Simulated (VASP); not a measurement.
Write the native input for VASP 6.6.1 that does the following.

| Quantity | Value |
| --- | --- |
| Task | single point |
| Functional | PBE |
| Potentials or basis | VASP PAW PBE potentials, release 64 (K_sv, F) |
| Cutoff | 520 eV |
| k mesh | 4 × 4 × 4 |
| Occupations | gaussian, width 0.01 eV |
| Spin | no spin polarisation |
| Dipole correction | no |
| Further INCAR settings | ALGO = Normal; EDIFF = 1e-06; NBANDS = 15 |

The structure of KF lies in POSCAR:

```
KF
1.0
    0.0000000000      2.7447928212      2.7447928212
    2.7447928212      0.0000000000      2.7447928212
    2.7447928212      2.7447928212      0.0000000000
K F
1 1
Direct
    0.0000000000      0.0000000000      0.0000000000
    0.5000000000      0.5000000000      0.5000000000
```

This cell differs from its parent crystal: volume changed by +10%.

These files were run (other wordings do the same):

INCAR

```
PREC = Accurate ; ENCUT = 520
EDIFF = 1E-6 ; ISMEAR = 0
SIGMA = 0.01 ; LREAL = False
LASPH = True ; NELM = 80
ALGO = Normal ; ISIF = 2
LWAVE = False ; LCHARG = False
GGA = PE ; NBANDS = 15
```

KPOINTS

```
regular mesh
0
Gamma
  4 4 4
```

Potentials or basis: VASP PAW PBE potentials, release 64 (K_sv, F).

Run with:

```sh
$ cat potpaw_PBE.64/K_sv/POTCAR potpaw_PBE.64/F/POTCAR > POTCAR
$ mpirun -np 1 vasp_std > vasp.out
```

Results of the run:

The pressure is -1.0 GPa and the band gap on the k mesh is 5.76 eV, direct.

Caveat: the k points lie up to 0.50 Å⁻¹ apart.

Wall time 8.1 s on 1 thread of Intel Xeon 6975P-C, with other jobs on the host, peak memory 0.16 GiB.
